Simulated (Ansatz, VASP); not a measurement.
## GaAs in VASP and in Ansatz

```
As Ga
1.0
     0.00000    2.82685    2.82685
     2.82685    0.00000    2.82685
     2.82685    2.82685    0.00000
As Ga
1 1
Direct
  0.75000 0.75000 0.75000
  0.00000 0.00000 0.00000
```

Alike in both runs: functional PBEsol; k mesh 8 × 8 × 8; occupations fermi-dirac, width 0.05 eV; non-collinear spin, spin-orbit coupling.

|  | VASP | Ansatz |
| --- | --- | --- |
| version | VASP 6.6.1 | Ansatz 0.2.0 |
| potentials or method | VASP PAW PBE potentials, release 64 (As, Ga_d) | Ansatz PAW |
| plane-wave cutoff (eV) | 520 | 420 |
| valence electrons in the cell | 18 | 28 |
| task | single point | band structure |

|  | VASP | Ansatz | Ansatz less VASP |
| --- | --- | --- | --- |
| pressure (GPa) | 0.3 | 0.2 | -0.15 |
| net moment per atom (μB) | 0.00 | 0.00 | 0.000 |

VASP's potentials were made for PBE, not for PBEsol. The functional is the same, so the differences come from potentials, cutoffs and numerics. VASP's potentials hold 18 valence electrons a cell and Ansatz's 28, so a difference there can come from the potentials and not from the codes.
